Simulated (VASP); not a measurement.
# Li5Mg11 in VASP: notebook

The runs below take Li5Mg11 through single point, with PBE.

Program: VASP 6.6.1. These are calculated values, not measurements. Logs are shortened: lines on timing, memory, paths and dates and some standing lists are left out, and cuts for length are marked.

### Step 1. The cell of the first run

The cell holds a disordered packing, 16 atoms: a = 6.991 Å, b = 7.264 Å, c = 7.113 Å, α = 91.32°, β = 87.69°, γ = 87.57°.

### Step 2. Single point, PBE

Input file INCAR:

```
SYSTEM = Li5Mg11
PREC     = Accurate       ! precision mode
ENCUT    = 650            ! plane-wave cutoff, eV
EDIFF    = 1E-6           ! SCF threshold, eV
ISMEAR   = -1             ! smearing method
SIGMA    = 0.0974         ! smearing width, eV
LREAL    = Auto         
LASPH    = .True.         ! aspherical terms in the spheres
NELM     = 120            ! most SCF steps
ALGO     = Normal         ! electronic algorithm
ISIF     = 2              ! what is computed and relaxed
LWAVE    = .False.        ! write WAVECAR
LCHARG   = .False.        ! write CHGCAR
GGA      = PE             ! functional
NBANDS   = 32             ! bands
ISYM     = -1           
GGA_COMPAT= .False.
```

Input file KPOINTS:

```
explicit points
1
Reciprocal
  0.25000000   0.25000000   0.25000000 1
```

Input file POSCAR:

```
Li5Mg11
1.0
    6.9874180000      0.1521120000      0.1432780000
    0.1521120000      7.2620990000     -0.0841100000
    0.1432780000     -0.0841100000      7.1109010000
Mg Li
11 5
Direct
    0.4978515929      0.8063832496      0.1914896178
    0.7366842552      0.3927163952      0.1558180502
    0.9478980586      0.6847022458      0.7688522689
    0.0436864250      0.2239120686      0.8434649759
    0.1246120333      0.9119069089      0.4932973089
    0.3534972895      0.5637982014      0.9261031312
    0.2844027581      0.1773191432      0.2002169141
   -0.1070133049      0.7791108845      0.1287048813
    0.6963711459      0.8065846961      0.5435063958
    0.3272258474      0.5413289935      0.4445454826
    0.4106152751      0.1510561803      0.5399292157
    0.7425852297      0.0076478033     -0.1244414554
    0.3574341005      0.9215826516      0.8379915392
    0.6890974990      0.3766007203      0.7224433831
    0.8272735708      0.0898599712      0.3479876909
   -0.0877698408      0.4562858573      0.4764025952
```

Potentials or basis: VASP PAW PBE potentials, release 64 (Mg, Li_sv).

The run is started by

```bash
> cat potpaw_PBE.64/Mg/POTCAR potpaw_PBE.64/Li_sv/POTCAR > POTCAR
> mpirun -np 1 vasp_std > vasp.out
```

OUTCAR:

```text
SYSTEM = Li5Mg11
   PREC = Accurate
   ENCUT = 650
   EDIFF = 1E-6
   ISMEAR = -1
   LREAL = Auto
   LASPH = .True.
   NELM = 120
   ISIF = 2
   GGA = PE
   ISYM = -1

 ion  position               nearest neighbor table
   1  0.498  0.806  0.191-   8 2.78   6 2.80  13 2.87   9 2.91  10 2.92   7 3.02   5 3.36   2 3.37
                            11 3.50
   2  0.737  0.393  0.156-  16 2.67  15 2.68   8 3.06  14 3.11   4 3.21   1 3.37   6 3.40  10 3.57
                             7 3.59
   3  0.948  0.685  0.769-   9 2.57   8 2.64  16 2.66  12 2.77   5 2.87  14 2.96   6 3.19   4 3.44
                            10 3.55
   4  0.044  0.224  0.843-  12 2.68  14 2.85  13 3.04   7 3.12   2 3.21  11 3.30   5 3.34   6 3.41
                             3 3.44
   5  0.125  0.912  0.493-  15 2.66  11 2.73   3 2.87  10 2.99  13 3.00   7 3.08   9 3.13   8 3.26
                             4 3.34   1 3.36
   6  0.353  0.564  0.926-  13 2.69   1 2.80  14 2.97   3 3.19   2 3.40   4 3.41  10 3.44   7 3.49

   7  0.284  0.177  0.200-  11 2.61   1 3.02   5 3.08   4 3.12  10 3.16   6 3.49   2 3.59
   8  0.893  0.779  0.129-   3 2.64  12 2.69  15 2.73   1 2.78   2 3.06   9 3.20   5 3.26
   9  0.696  0.807  0.544-   3 2.57  15 2.68  12 2.79   1 2.91  16 2.92   5 3.13  11 3.14   8 3.20
                            10 3.37
  10  0.327  0.541  0.445-   1 2.92  11 2.97  16 2.99   5 2.99   7 3.16   9 3.37   6 3.44   3 3.55
                             2 3.57
  11  0.411  0.151  0.540-   7 2.61   5 2.73  13 2.75  14 2.92  10 2.97   9 3.14   4 3.30   1 3.50

  12  0.743  0.008  0.876-   4 2.68   8 2.69   3 2.77   9 2.79
  13  0.357  0.922  0.838-   6 2.69  11 2.75   1 2.87   5 3.00   4 3.04
  14  0.689  0.377  0.722-  16 2.39   4 2.85  11 2.92   3 2.96   6 2.97   2 3.11
  15  0.827  0.090  0.348-   5 2.66   9 2.68   2 2.68   8 2.73
  16  0.912  0.456  0.476-  14 2.39   3 2.66   2 2.67   9 2.92  10 2.99

IMPORTANT INFORMATION: All symmetrisations will be switched off!
NOSYMM: (Re-)initialisation of all symmetry stuff for point group C_1.

----------------------------------------------------------------------------------------

                                     Primitive cell

  volume of cell :     360.4640

  direct lattice vectors                    reciprocal lattice vectors
     6.987418000  0.152112000  0.143278000     0.143240350 -0.003034157 -0.002922048
     0.152112000  7.262099000 -0.084110000    -0.003034157  0.137784372  0.001690893
     0.143278000 -0.084110000  7.110901000    -0.002922048  0.001690893  0.140708032

  length of vectors
     6.990541964  7.264178855  7.112841634     0.143302276  0.137828148  0.140748527

  position of ions in fractional coordinates (direct lattice)
     0.497851593  0.806383250  0.191489618
     0.736684255  0.392716395  0.155818050
     0.947898059  0.684702246  0.768852269
     0.043686425  0.223912069  0.843464976
     0.124612033  0.911906909  0.493297309
     0.353497289  0.563798201  0.926103131
[... 8 lines left out ...]
     0.827273571  0.089859971  0.347987691
     0.912230159  0.456285857  0.476402595

  ion indices of the primitive-cell ions
   primitive index   ion index
                 1           1
                 2           2
                 3           3
                 4           4
                 5           5
                 6           6
[... 8 lines left out ...]
                15          15
                16          16

----------------------------------------------------------------------------------------

 KPOINTS: explicit points

Read explicit list of k-points.

 Found      1 k-points:

 Following reciprocal coordinates:
            Coordinates               Weight
  0.250000  0.250000  0.250000      1.000000
   k-points           NKPTS =      1   k-points in BZ     NKDIM =      1   number of bands    NBANDS=     32
   number of dos      NEDOS =    301   number of ions     NIONS =     16
   total plane-waves  NPLWV = 216000
   dimension x,y,z NGX =    60 NGY =   60 NGZ =   60
   dimension x,y,z NGXF=   120 NGYF=  120 NGZF=  120
   ions per type =              11   5
   NGX,Y,Z   is equivalent  to a cutoff of  14.27, 13.73, 14.02 a.u.
   NGXF,Y,Z  is equivalent  to a cutoff of  28.54, 27.46, 28.05 a.u.
 SYSTEM =  Li5Mg11
   PREC   = accura    normal or accurate (medium, high low for compatibility)
   ISTART =      0    job   : 0-new  1-cont  2-samecut
   ICHARG =      2    charge: 1-file 2-atom 10-const
   ISPIN  =      1    spin polarized calculation?
   LNONCOLLINEAR =      F non collinear calculations
   LSORBIT =      F    spin-orbit coupling
   LASPH  =      T    aspherical Exc in radial PAW
   ENCUT  =  650.0 eV  47.77 Ry    6.91 a.u.  14.53 15.10 14.79*2*pi/ulx,y,z
   NELM   =    120;   NELMIN=  2; NELMDL= -5     # of ELM steps
   EDIFF  = 0.1E-05   stopping-criterion for ELM
   LREAL  =      T    real-space projection
   EDIFFG = 0.1E-04   stopping-criterion for IOM
   NSW    =      0    number of steps for IOM
   IBRION =     -1    ionic relax: 0-MD 1-quasi-New 2-CG
   NFREE  =      0    steps in history (QN), initial steepest desc. (CG)
   ISIF   =      2    stress and relaxation
   ISYM   =     -1    0-nonsym 1-usesym 2-fastsym
   POTIM  = 0.5000    time-step for ionic-motion
   TEBEG  =    0.0;   TEEND  =   0.0 temperature during run
   PSTRESS=    0.0 pullay stress
   NELECT =      37.0000    total number of electrons
   NUPDOWN=      -1.0000    fix difference up-down
   EMIN   =  10.00;   EMAX   =-10.00  energy-range for DOS
   EFERMI =   0.00;   METHOD = LEGACY
   ISMEAR =    -1;   SIGMA  =   0.10  broadening in eV -4-tet -1-fermi 0-gaus
   EFERMI_NEDOS =   21; number of points for ismear=-14 and -15
   IALGO  =     38    algorithm
   IMIX   =      4    mixing-type and parameters
     AMIX     =   0.40;   BMIX     =  1.00
     AMIX_MAG =   1.60;   BMIX_MAG =  1.00
  volume/ion in A,a.u.               =      22.53       152.03
  Fermi-wavevector in a.u.,A,eV,Ry     =   0.766516  1.448506  7.994067  0.587547
  Thomas-Fermi vector in A             =   1.866872
   LORBIT       =      0    0 simple, 1 ext, 2 COOP (PROOUT), +10 PAW based schemes
   GGA     = PE    functional components
   LHFCALC =     F    Hartree Fock is set to
   AEXX    =    0.0000 exact exchange contribution
   IVDW    =     0    specifies the selected vdW correction
   LEPSILON=     F    determine dielectric tensor
   LRPA    =     F    only Hartree local field effects (RPA)
 non-spin polarized calculation
  energy-cutoff  :      650.00
  volume of cell :      360.46
 maximum number of plane-waves:     13585
 NGX is ok and might be reduce to    60
   NGX = 29   NGY = 31   NGZ = 29

 number of electron      36.9999997 magnetization

 Free energy of the ion-electron system (eV)
  ---------------------------------------------------
  ext. energy  EPLUGINS =         0.00000000
  ---------------------------------------------------
  free energy    TOTEN  =       -22.20520697 eV

  energy without entropy =      -21.86171790  energy(sigma->0) =      -22.03346244

 E-fermi :   1.9202     XC(G=0):  -8.0014

 val. band max:        1.8710905120   @ k =   0.2500   0.2500   0.2500
 cond. band min:       2.1420071726   @ k =   0.2500   0.2500   0.2500
 fundamental gap:      0.2709166607
 Fermi energy:         1.9202499767

 k-point     1 :       0.2500    0.2500    0.2500
  band No.  band energies     occupation
      1     -44.7599      2.00000
      2     -44.7052      2.00000
      3     -44.6305      2.00000
      4     -44.6157      2.00000
      5     -44.4435      2.00000
      6      -3.7895      2.00000
[... 22 lines left out ...]
     29       4.6748      0.00000
     30       4.8778      0.00000
 [bands above 30 left out]

------------------------ aborting loop because EDIFF is reached ----------------------------------------

  FORCE on cell =-STRESS in cart. coord.  units (eV):
  Direction    XX          YY          ZZ          XY          YZ          ZX
  --------------------------------------------------------------------------------------
  -------------------------------------------------------------------------------------
  Total       -3.1128564      9.9423412      9.9834380      4.9193743     -2.6927982     12.2722336
  in kB      -13.8359104     44.1913555     44.3740210     21.8654552    -11.9688511     54.5471761
  external PRESSURE =      24.9098220 kB  Pullay stress =       0.0000000 kB

 VOLUME and BASIS-vectors are now :
 -----------------------------------------------------------------------------
  energy-cutoff  :      650.00
  volume of cell :      360.46
      direct lattice vectors                 reciprocal lattice vectors
     6.987418000  0.152112000  0.143278000     0.143240350 -0.003034157 -0.002922048
     0.152112000  7.262099000 -0.084110000    -0.003034157  0.137784372  0.001690893
     0.143278000 -0.084110000  7.110901000    -0.002922048  0.001690893  0.140708032

 POSITION                                       TOTAL-FORCE (eV/Angst)
 -----------------------------------------------------------------------------------
      3.62879      5.91566      1.36517        -0.250475      0.417634      0.205384
      5.22958      2.95090      1.18053        -0.749227      0.274700     -0.582332
      6.83767      5.05189      5.54545         1.050939     -0.996669      0.541868
      0.46016      1.56177      5.98522         0.510449      0.214234     -0.254670
      1.08011      6.59982      3.44894        -0.207322     -0.140293     -0.247359
      2.68848      4.07023      6.58865        -0.330637     -1.065834     -0.081959
[... 8 lines left out ...]
      5.84403      0.74914      2.58548        -0.252247      0.398031      0.034656
      6.51180      3.41228      3.47998         0.506765     -0.091182     -0.377374
 -----------------------------------------------------------------------------------
    total drift:                               -0.003776     -0.011061      0.005269

  FREE ENERGIE OF THE ION-ELECTRON SYSTEM (eV)
  ---------------------------------------------------
  free  energy   TOTEN  =       -22.2052069706 eV

  energy  without entropy=      -21.8617179018  energy(sigma->0) =      -22.03346244
```

It took 67 s on 1 thread of AMD EPYC 7R13 (Zen 3), shared host; peak memory 0.41 GiB.

Results:

```
Free energy            : -22.2052 eV
Pressure               : 2.5 GPa
Largest force          : 1.739 eV/Å
Band gap on the k mesh : zero (an odd number of electrons rules out a gap without spin polarisation)
```

Forces in eV/Å, atoms in the order of the input:
```
Mg  -0.250  0.418  0.205
Mg  -0.749  0.275 -0.582
Mg   1.051 -0.997  0.542
Mg   0.510  0.214 -0.255
Mg  -0.207 -0.140 -0.247
Mg  -0.331 -1.066 -0.082
Mg  -0.500  0.390 -1.241
Mg   1.302 -0.104  1.148
Mg  -1.028 -0.208 -0.571
Mg   0.404 -0.367  0.254
Mg   1.011  0.524  0.940
Li  -0.419  0.525 -0.014
Li  -0.439  0.222  0.061
Li  -0.610  0.007  0.184
Li  -0.252  0.398  0.035
Li   0.507 -0.091 -0.377
```

Caveat: the atoms stand as in a frame of molecular dynamics.

### Step 3. Single point, PBE

Input file INCAR:

```
PREC     = Accurate       # precision mode
ENCUT    = 650            # plane-wave cutoff, eV
EDIFF    = 1E-6           # SCF threshold, eV
ISMEAR   = -1             # smearing method
SIGMA    = 0.0698         # smearing width, eV
LREAL    = Auto         
LASPH    = T              # aspherical terms in the spheres
NELM     = 120            # most SCF steps
ALGO     = Normal         # electronic algorithm
ISIF     = 2              # what is computed and relaxed
LWAVE    = F              # write WAVECAR
LCHARG   = F              # write CHGCAR
GGA      = PE             # functional
NBANDS   = 32             # bands
ISYM     = -1           
GGA_COMPAT= F
```

KPOINTS is that of step 2.

Input file POSCAR:

```
Li5Mg11
1.0
    6.9874180000      0.1521120000      0.1432780000
    0.1521120000      7.2620990000     -0.0841100000
    0.1432780000     -0.0841100000      7.1109010000
Mg Li
11 5
Direct
    0.4740625264      0.8205840966      0.2211454776
    0.7445753243      0.4623488245      0.0850526391
    0.9380056807      0.6894788007      0.7554420296
    0.0114244502      0.2422278471      0.7420806325
    0.1935788537      0.9037243646      0.5003860503
    0.3719513178      0.4341768100      0.9160175582
    0.2006044783      0.1528243768      0.1775306462
    1.0017099109      0.8056857431      0.1379113892
    0.6449220014      0.8148847774      0.5279431993
    0.3747121547      0.4924510484      0.4055460833
    0.4408059843      0.1735372738      0.5992003573
    0.6326995368      0.0737979381      0.9154812056
    0.2714292276      0.9055653126      0.8583116628
    0.6863587434      0.4521631597      0.6394011582
    0.7168759070      0.1901480219      0.2992056568
    0.9461279470      0.4661080354      0.3774475312
```

Potentials or basis: VASP PAW PBE potentials, release 64 (Mg, Li_sv).

The run is started by

```bash
> cat potpaw_PBE.64/Mg/POTCAR potpaw_PBE.64/Li_sv/POTCAR > POTCAR
> mpirun -np 1 vasp_std > vasp.out
```

It took 50 s on 1 thread of AMD EPYC 7R13 (Zen 3), shared host; peak memory 0.42 GiB.

The run converged. Its results:

| Property | Result |
| --- | --- |
| Free energy | -23.1722 eV |
| Pressure | 2.3 GPa |
| Largest force | 1.949 eV/Å |
| Band gap on the k mesh | zero (an odd number of electrons rules out a gap without spin polarisation) |

Forces on the atoms (eV/Å):
```
Mg  -0.431  0.167 -1.893
Mg   0.076  0.608 -1.088
Mg   0.468 -0.118  0.333
Mg  -0.029 -0.370  0.134
Mg  -0.904 -0.370 -0.175
Mg  -0.397  0.440  0.272
Mg   0.212  0.560 -0.099
Mg   0.005 -0.413  0.368
Mg   0.681 -0.002  0.943
Mg  -0.214  0.123 -0.310
Mg   0.044 -0.151  0.001
Li   0.246  0.117  0.009
Li   0.197  0.012  0.184
Li  -0.259 -0.355  0.434
Li  -0.214 -0.834  0.472
Li   0.519  0.586  0.415
```

Stress tensor (GPa, compression positive):
```
-0.99  3.71  4.49
 3.71  2.73 -1.70
 4.49 -1.70  5.03
```

Levels at points of the mesh, in eV from the Fermi level:
```csv
k point,band 16,band 17,band 18,band 19,band 20,band 21
"(0.25, 0.25, 0.25)",-1.02,-0.48,-0.30,0.00,0.26,0.42
```

Caveat: the atoms stand as in a frame of molecular dynamics.

### Step 4. Single point, PBE

Input file INCAR:

```
ALGO = Normal
EDIFF = 1E-6
ENCUT = 650
GGA = PE
GGA_COMPAT = False
ISIF = 2
ISMEAR = -1
ISYM = -1
LASPH = True
LCHARG = False
LREAL = Auto
LWAVE = False
NBANDS = 32
NELM = 120
PREC = Accurate
SIGMA = 0.0698
```

KPOINTS is that of step 3.

Input file POSCAR:

```
Li5Mg11
1.0
    6.9874180000      0.1521120000      0.1432780000
    0.1521120000      7.2620990000     -0.0841100000
    0.1432780000     -0.0841100000      7.1109010000
Mg Li
11 5
Direct
    0.5366888671      0.7991408209      0.2455899790
    0.7427663624      0.4843383154     -0.0231069710
    1.0645877304      0.6782631597      0.7324192410
    0.0108946836      0.1664882637      0.7595822751
    0.2186887337      0.9098050742      0.4702615633
    0.2936138932      0.4671434722      0.9604605698
    0.1939777261      0.1569913840      0.1300358147
    1.0353598199      0.7722132631      0.1548545780
    0.7226342806      0.8312954253      0.6071218913
    0.2934317365      0.4938100392      0.3655436983
    0.4561714874      0.1739213634      0.6029998431
    0.7290319883      0.0752879844      0.9715766296
    0.3859692347      0.8463655296      0.8634980159
    0.6287878350      0.4828558286      0.6597551478
    0.7887034312      0.1138434285      0.4238438308
    0.7788033038      0.5591101470      0.3482768744
```

The run is started by

```bash
> cat potpaw_PBE.64/Mg/POTCAR potpaw_PBE.64/Li_sv/POTCAR > POTCAR
> mpirun -np 1 vasp_std > vasp.out
```

Run time: 59 s. Hardware: 1 thread of AMD EPYC 7R13 (Zen 3), shared host; peak memory 0.41 GiB.

The run converged. Its results:

| Property | Result |
| --- | --- |
| Free energy | -22.8428 eV |
| Pressure | 2.6 GPa |
| Largest force | 1.182 eV/Å |
| Band gap on the k mesh | zero (an odd number of electrons rules out a gap without spin polarisation) |

Forces in eV/Å, atoms in the order of the input:
```
Mg  -0.101  0.368 -0.610
Mg   0.466  0.160  0.474
Mg  -0.617 -0.251  0.023
Mg   0.375  0.305 -0.395
Mg  -0.272  0.378 -0.117
Mg   0.568  0.058 -0.163
Mg  -0.110 -0.583  0.628
Mg  -0.300  0.143 -0.345
Mg  -0.274  0.214  0.394
Mg   0.193 -0.389  0.411
Mg  -0.293  0.249  0.375
Li  -0.435 -0.175  0.236
Li  -0.161  0.193 -0.005
Li  -0.319 -0.177 -0.452
Li   0.599  0.426 -0.754
Li   0.680 -0.919  0.301
```

Stress tensor (GPa, compression positive):
```
-0.56  3.15  1.75
 3.15  3.69 -0.87
 1.75 -0.87  4.57
```

Levels at points of the mesh, in eV from the Fermi level:
```
           k point  band 16  band 17  band 18  band 19  band 20  band 21  band 22  band 23
(0.25, 0.25, 0.25)    -0.77    -0.30    -0.13    -0.04     0.38     0.85     0.95     1.50
```

Caveat: the atoms stand as in a frame of molecular dynamics.

[end of part 1 of 2]

The gap in the log of VASP goes by the Fermi energy; the results here count the filled bands.